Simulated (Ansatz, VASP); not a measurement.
# Te2O in VASP and in Ansatz

Contents of INCAR:

```
SYSTEM = Te2O
PREC = Accurate ; ENCUT = 600
EDIFF = 1E-6 ; ISMEAR = 0
SIGMA = 0.1 ; LREAL = .False.
LASPH = .True. ; NELM = 80
ALGO = Fast ; ISIF = 3
LWAVE = .False. ; LCHARG = .False.
GGA = PE ; IBRION = 2
NSW = 100 ; EDIFFG = -0.01
```

Contents of KPOINTS:

```
regular mesh
0
Gamma
  12 12 14
  0 0 0
```

Contents of POSCAR:

```
Te2O
1.0
    4.9207722690      0.0000000000      0.0000000000
   -2.4603861345      4.2615137912      0.0000000000
    0.0000000000      0.0000000000      3.1461005112
Te O
2 1
Direct
    0.3333333333      0.6666666667      0.5000000000
    0.6666666667      0.3333333333      0.5000000000
    0.0000000000      0.0000000000      0.0000000000
```

Input for Ansatz:

```yaml
crystal:
  lattice:
    - [4.920772269, 0.0, 0.0]
    - [-2.4603861345, 4.2615137912, 0.0]
    - [0.0, 0.0, 3.1461005112]
  atoms:
    - { symbol: Te, position: [0.3333333333, 0.6666666667, 0.5] }
    - { symbol: Te, position: [0.6666666667, 0.3333333333, 0.5] }
    - { symbol: O, position: [0.0, 0.0, 0.0] }
basis:
  ecutwfc: 420
kpoints:
  mp_grid: { grid: [12, 12, 14] }
hamiltonian:
  xc: pbe
scf:
  occupations: { method: gaussian, width: 0.1 }
output:
  forces: true
  stress: true
  eigenvalues: true
  write_density: true
  write_potential: true
  elf: true
  volumetric_format: npy
relax:
  adjacent_minimum: "off"
  f_tol: 0.01
  max_steps: 80
  cell: { stress_tol: 0.05 }
```

Change from the starting cell: species swapped into the SmCd2 type (P6/mmm, No. 191).

Alike in both runs: task relaxation of cell and atoms; functional PBE; k mesh 12 × 12 × 14; occupations gaussian, width 0.1 eV; no spin polarisation.

|  | VASP | Ansatz |
| --- | --- | --- |
| version | VASP 6.6.1 | Ansatz 0.2.0 |
| potentials or method | VASP PAW PBE potentials, release 64 (Te, O), cutoff 600 eV | scalar-relativistic, plane waves, PAW |
| valence electrons in the cell | 18 | 38 |

|  | VASP | Ansatz | Ansatz less VASP |
| --- | --- | --- | --- |
| gap on the k mesh at the Fermi level, each at its own relaxed structure (eV) | none | none | - |
| relaxed volume (Å³/atom) | 21.86 | 21.91 | +0.047 |
| relaxed length of the cell vector where the two differ most in proportion (Å) | 3.111 | 3.115 | +0.0042 |

A gap of «none» marks a metal or a gap that the smearing closes. VASP's potentials hold 18 valence electrons a cell and Ansatz's 38, so a difference there can come from the potentials and not from the codes.

Spin-orbit coupling is off throughout.
